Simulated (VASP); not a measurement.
# AlCu3 (R-3m) in VASP: notebook

AlCu3 is run at these levels: LDA; tasks: single point.

Program: VASP 6.6.1. These are calculated values, not measurements. Logs are shortened: lines on timing, memory, paths and dates and some standing lists are left out, and cuts for length are marked.

### Step 1. The cell of the first run

The structure is trigonal, space group R-3m (No. 166). The conventional cell has a = 3.708 Å, b = 3.708 Å, c = 10.256 Å, α = 90.00°, β = 90.00°, γ = 120.00°. Within 3.0 Å of Al (site symmetry -3m) lie 14 Cu at 2.31 to 2.74 Å. Cu (site symmetry -3m) has 8 Cu at 2.31 to 2.56 Å and 6 Al at 2.74 Å within 3.0 Å. Cu (site symmetry 3m) has 4 Al at 2.31 to 2.56 Å and 10 Cu at 2.31 to 2.74 Å within 3.0 Å.

### Step 2. Single point, LDA (10.18 Å³/atom)

INCAR

```
SYSTEM = AlCu3
PREC = Accurate
ENCUT = 520
EDIFF = 1E-6
ISMEAR = 0
SIGMA = 0.15
LREAL = .False.
LASPH = .True.
NELM = 100
ALGO = Fast
ISIF = 2
LWAVE = .False.
LCHARG = .False.
GGA = CA
NBANDS = 26
```

KPOINTS

```
Automatic mesh
0
Gamma
  14 14 14
  0 0 0
```

POSCAR

```
AlCu3
1.0
    0.2255167689      2.8478047798      2.8478047798
    2.8478047798      0.2255167689      2.8478047798
    2.8478047798      2.8478047798      0.2255167689
Al Cu
1 3
Direct
    0.0000000000      0.0000000000      0.0000000000
    0.5000000000      0.5000000000      0.5000000000
    0.2500000000      0.2500000000      0.2500000000
    0.7500000000      0.7500000000      0.7500000000
```

Potentials or basis: VASP PAW LDA potentials, release 64 (Al, Cu).

Launch:

```console
$ cat potpaw_LDA.64/Al/POTCAR potpaw_LDA.64/Cu/POTCAR > POTCAR
$ mpirun -np 1 vasp_std > vasp.out
```

OUTCAR:

```text
SYSTEM = AlCu3
   PREC = Accurate
   ENCUT = 520
   EDIFF = 1E-6
   ISMEAR = 0
   LREAL = .False.
   LASPH = .True.
   NELM = 100
   ISIF = 2
   GGA = CA

 ion  position               nearest neighbor table
   1  0.000  0.000  0.000-   4 2.31   4 2.31   3 2.31   3 2.31   4 2.31   3 2.31   4 2.56   3 2.56
                             2 2.74   2 2.74   2 2.74   2 2.74   2 2.74   2 2.74
   2  0.500  0.500  0.500-   3 2.31   3 2.31   4 2.31   4 2.31   3 2.31   4 2.31   4 2.56   3 2.56
                             1 2.74   1 2.74   1 2.74   1 2.74   1 2.74   1 2.74
   3  0.250  0.250  0.250-   1 2.31   1 2.31   2 2.31   2 2.31   1 2.31   2 2.31   2 2.56   1 2.56
                             4 2.74   4 2.74   4 2.74   4 2.74   4 2.74   4 2.74
   4  0.750  0.750  0.750-   2 2.31   2 2.31   1 2.31   1 2.31   2 2.31   1 2.31   2 2.56   1 2.56
                             3 2.74   3 2.74   3 2.74   3 2.74   3 2.74   3 2.74

  LATTYP: Found a trigonal (rhomboedric) cell.
 ALAT       =     4.0337131704
 COS(alpha) =     0.5773793122

  Lattice vectors:

 A1 = (   0.2255167689,   2.8478047798,   2.8478047798)
 A2 = (   2.8478047798,   0.2255167689,   2.8478047798)
 A3 = (   2.8478047798,   2.8478047798,   0.2255167689)

Analysis of symmetry for initial positions (statically):
=====================================================================
 Subroutine PRICEL returns:
 Original cell was already a primitive cell.

 Routine SETGRP: Setting up the symmetry group for a
 trigonal (rhombohedral) supercell.

 Subroutine GETGRP returns: Found 12 space group operations
 (whereof 12 operations were pure point group operations)
 out of a pool of 12 trial point group operations.

The static configuration has the point symmetry D_3d.

Analysis of symmetry for dynamics (positions and initial velocities):
=====================================================================
 Subroutine PRICEL returns:
 Original cell was already a primitive cell.

 Routine SETGRP: Setting up the symmetry group for a
 trigonal (rhombohedral) supercell.

 Subroutine GETGRP returns: Found 12 space group operations
 (whereof 12 operations were pure point group operations)
 out of a pool of 12 trial point group operations.

The dynamic configuration has the point symmetry D_3d.

 Subroutine INISYM returns: Found 12 space group operations
 (whereof 12 operations are pure point group operations),
 and found     1 'primitive' translations

----------------------------------------------------------------------------------------

                                     Primitive cell

  volume of cell :      40.7160

  direct lattice vectors                    reciprocal lattice vectors
     0.225516769  2.847804780  2.847804780    -0.197935314  0.183411050  0.183411050
     2.847804780  0.225516769  2.847804780     0.183411050 -0.197935314  0.183411050
     2.847804780  2.847804780  0.225516769     0.183411050  0.183411050 -0.197935314

  length of vectors
     4.033713170  4.033713170  4.033713170     0.326278432  0.326278432  0.326278432

  position of ions in fractional coordinates (direct lattice)
     0.000000000  0.000000000  0.000000000
     0.500000000  0.500000000  0.500000000
     0.250000000  0.250000000  0.250000000
     0.750000000  0.750000000  0.750000000

  ion indices of the primitive-cell ions
   primitive index   ion index
                 1           1
                 2           2
                 3           3
                 4           4

----------------------------------------------------------------------------------------

 KPOINTS: Automatic mesh

Automatic generation of k-mesh.
 Grid dimensions read from file:
 generate k-points for:   14   14   14

 Generating k-lattice:

  Cartesian coordinates                     Fractional coordinates (reciprocal lattice)
    -0.014138237  0.013100789  0.013100789     0.071428571 -0.000000000 -0.000000000
     0.013100789 -0.014138237  0.013100789    -0.000000000  0.071428571 -0.000000000
     0.013100789  0.013100789 -0.014138237    -0.000000000 -0.000000000  0.071428571

  Length of vectors
     0.023305602  0.023305602  0.023305602

  Shift w.r.t. Gamma in fractional coordinates (k-lattice)
     0.000000000  0.000000000  0.000000000

 Subroutine IBZKPT returns following result:
 ===========================================

 Found    288 irreducible k-points:

 Following reciprocal coordinates:
            Coordinates               Weight
  0.000000  0.000000  0.000000      1.000000
  0.071429  0.000000  0.000000      6.000000
  0.142857  0.000000 -0.000000      6.000000
  0.214286  0.000000  0.000000      6.000000
  0.285714  0.000000  0.000000      6.000000
  0.357143  0.000000 -0.000000      6.000000
[... 16 lines left out ...]
  0.214286  0.142857  0.000000     12.000000
  0.285714  0.142857  0.000000     12.000000
 [... further k-points ...]
   k-points           NKPTS =    288   k-points in BZ     NKDIM =    288   number of bands    NBANDS=     26
   number of dos      NEDOS =    301   number of ions     NIONS =      4
   total plane-waves  NPLWV =  27000
   dimension x,y,z NGX =    30 NGY =   30 NGZ =   30
   dimension x,y,z NGXF=    60 NGYF=   60 NGZF=   60
   ions per type =               1   3
   NGX,Y,Z   is equivalent  to a cutoff of  12.36, 12.36, 12.36 a.u.
   NGXF,Y,Z  is equivalent  to a cutoff of  24.73, 24.73, 24.73 a.u.
 SYSTEM =  AlCu3
   PREC   = accura    normal or accurate (medium, high low for compatibility)
   ISTART =      0    job   : 0-new  1-cont  2-samecut
   ICHARG =      2    charge: 1-file 2-atom 10-const
   ISPIN  =      1    spin polarized calculation?
   LNONCOLLINEAR =      F non collinear calculations
   LSORBIT =      F    spin-orbit coupling
   LASPH  =      T    aspherical Exc in radial PAW
   ENCUT  =  520.0 eV  38.22 Ry    6.18 a.u.   7.50  7.50  7.50*2*pi/ulx,y,z
   NELM   =    100;   NELMIN=  2; NELMDL= -5     # of ELM steps
   EDIFF  = 0.1E-05   stopping-criterion for ELM
   LREAL  =      F    real-space projection
   EDIFFG = 0.1E-04   stopping-criterion for IOM
   NSW    =      0    number of steps for IOM
   IBRION =     -1    ionic relax: 0-MD 1-quasi-New 2-CG
   NFREE  =      0    steps in history (QN), initial steepest desc. (CG)
   ISIF   =      2    stress and relaxation
   ISYM   =      2    0-nonsym 1-usesym 2-fastsym
   POTIM  = 0.5000    time-step for ionic-motion
   TEBEG  =    0.0;   TEEND  =   0.0 temperature during run
   PSTRESS=    0.0 pullay stress
   NELECT =      36.0000    total number of electrons
   NUPDOWN=      -1.0000    fix difference up-down
   EMIN   =  10.00;   EMAX   =-10.00  energy-range for DOS
   EFERMI =   0.00;   METHOD = LEGACY
   ISMEAR =     0;   SIGMA  =   0.15  broadening in eV -4-tet -1-fermi 0-gaus
   EFERMI_NEDOS =   21; number of points for ismear=-14 and -15
   IALGO  =     68    algorithm
   IMIX   =      4    mixing-type and parameters
     AMIX     =   0.40;   BMIX     =  1.00
     AMIX_MAG =   1.60;   BMIX_MAG =  1.00
  volume/ion in A,a.u.               =      10.18        68.69
  Fermi-wavevector in a.u.,A,eV,Ry     =   1.571281  2.969291 33.591766  2.468925
  Thomas-Fermi vector in A             =   2.672889
   LORBIT       =      0    0 simple, 1 ext, 2 COOP (PROOUT), +10 PAW based schemes
   GGA     = CA    functional components
   LHFCALC =     F    Hartree Fock is set to
   AEXX    =    0.0000 exact exchange contribution
   IVDW    =     0    specifies the selected vdW correction
   LEPSILON=     F    determine dielectric tensor
   LRPA    =     F    only Hartree local field effects (RPA)
 non-spin polarized calculation
 RMM-DIIS sequential band-by-band and
 Gauss-broadening in eV      SIGMA  =   0.15
  energy-cutoff  :      520.00
  volume of cell :       40.72
 maximum number of plane-waves:      1112
 NGX is ok and might be reduce to    30
   NGX = 15   NGY = 15   NGZ = 15

 number of electron      35.9999988 magnetization

 Free energy of the ion-electron system (eV)
  ---------------------------------------------------
  ext. energy  EPLUGINS =         0.00000000
  ---------------------------------------------------
  free energy    TOTEN  =       -18.19014413 eV

  energy without entropy =      -18.17967173  energy(sigma->0) =      -18.18490793

 E-fermi :  10.8793     XC(G=0): -13.5560

 val. band max:       10.8742562931   @ k =   0.4286   0.3571   0.1429
 cond. band min:      10.8833693406   @ k =   0.2857   0.1429   0.0000
 fundamental gap:      0.0091130475
 Fermi energy:        10.8793480885

 k-point     1 :       0.0000    0.0000    0.0000
  band No.  band energies     occupation
      1      -1.1624      2.00000
      2       4.9907      2.00000
      3       4.9907      2.00000
      4       5.0430      2.00000
      5       5.2646      2.00000
      6       5.2646      2.00000
[... 18 lines left out ...]
     25      18.4208      0.00000
     26      18.5366      0.00000

 k-point     2 :       0.0714    0.0000    0.0000
  band No.  band energies     occupation
      1      -1.0775      2.00000
      2       4.9362      2.00000
      3       4.9946      2.00000
      4       5.1141      2.00000
      5       5.2439      2.00000
      6       5.3085      2.00000
[... 18 lines left out ...]
     25      18.2792      0.00000
     26      18.9193      0.00000

 k-point     3 :       0.1429    0.0000   -0.0000
  band No.  band energies     occupation
      1      -0.8245      2.00000
      2       4.8950      2.00000
      3       5.0205      2.00000
      4       5.1000      2.00000
      5       5.3024      2.00000
      6       5.4192      2.00000
[... 572 lines left out ...]
 k-point    23 :       0.2143    0.1429    0.0000
  band No.  band energies     occupation
      1      -0.4425      2.00000
      2       4.6209      2.00000
      3       5.1572      2.00000
      4       5.2619      2.00000
      5       5.3752      2.00000
      6       5.4760      2.00000
[... 18 lines left out ...]
     25      20.1484      0.00000
     26      21.2974      0.00000

 k-point    24 :       0.2857    0.1429    0.0000
  band No.  band energies     occupation
      1       0.0080      2.00000
      2       4.5423      2.00000
      3       5.1438      2.00000
      4       5.2968      2.00000
      5       5.4836      2.00000
      6       5.6157      2.00000
[... 18 lines left out ...]
     25      19.9870      0.00000
     26      22.2790      0.00000

 [... further k-points ...]

------------------------ aborting loop because EDIFF is reached ----------------------------------------

  FORCE on cell =-STRESS in cart. coord.  units (eV):
  Direction    XX          YY          ZZ          XY          YZ          ZX
  --------------------------------------------------------------------------------------
  -------------------------------------------------------------------------------------
  Total        8.4050666      8.4050666      8.4050666     -2.9434928     -2.9434928     -2.9434928
  in kB      330.7399355    330.7399355    330.7399355   -115.8266399   -115.8266399   -115.8266399
  external PRESSURE =     330.7399355 kB  Pullay stress =       0.0000000 kB

 VOLUME and BASIS-vectors are now :
 -----------------------------------------------------------------------------
  energy-cutoff  :      520.00
  volume of cell :       40.72
      direct lattice vectors                 reciprocal lattice vectors
     0.225516769  2.847804780  2.847804780    -0.197935314  0.183411050  0.183411050
     2.847804780  0.225516769  2.847804780     0.183411050 -0.197935314  0.183411050
     2.847804780  2.847804780  0.225516769     0.183411050  0.183411050 -0.197935314

 POSITION                                       TOTAL-FORCE (eV/Angst)
 -----------------------------------------------------------------------------------
      0.00000      0.00000      0.00000         0.000000      0.000000      0.000000
      2.96056      2.96056      2.96056         0.000000      0.000000      0.000000
      1.48028      1.48028      1.48028         0.019455      0.019455      0.019455
      4.44084      4.44084      4.44084        -0.019455     -0.019455     -0.019455
 -----------------------------------------------------------------------------------
    total drift:                                0.000000     -0.000000      0.000000

  FREE ENERGIE OF THE ION-ELECTRON SYSTEM (eV)
  ---------------------------------------------------
  free  energy   TOTEN  =       -18.1901441343 eV

  energy  without entropy=      -18.1796717326  energy(sigma->0) =      -18.18490793
```

Wall time 4.1 min (1 thread of Intel Xeon 6975P-C (Granite Rapids), shared host); peak memory 0.34 GiB.

What came out:

```
Free energy            : -18.1901 eV
Pressure               : 33.1 GPa
Largest force          : 0.034 eV/Å
Band gap on the k mesh : zero (bands 18 and 19 overlap by 6.66 eV)
```

Forces in eV/Å, atoms in the order of the input:
```
Al   0.000  0.000  0.000
Cu   0.000  0.000  0.000
Cu   0.019  0.019  0.019
Cu  -0.019 -0.019 -0.019
```

Caveat: the cell stands under pressure.

(Continued in part 2 of 3.)

The gap in the log of VASP goes by the Fermi energy; the results here count the filled bands.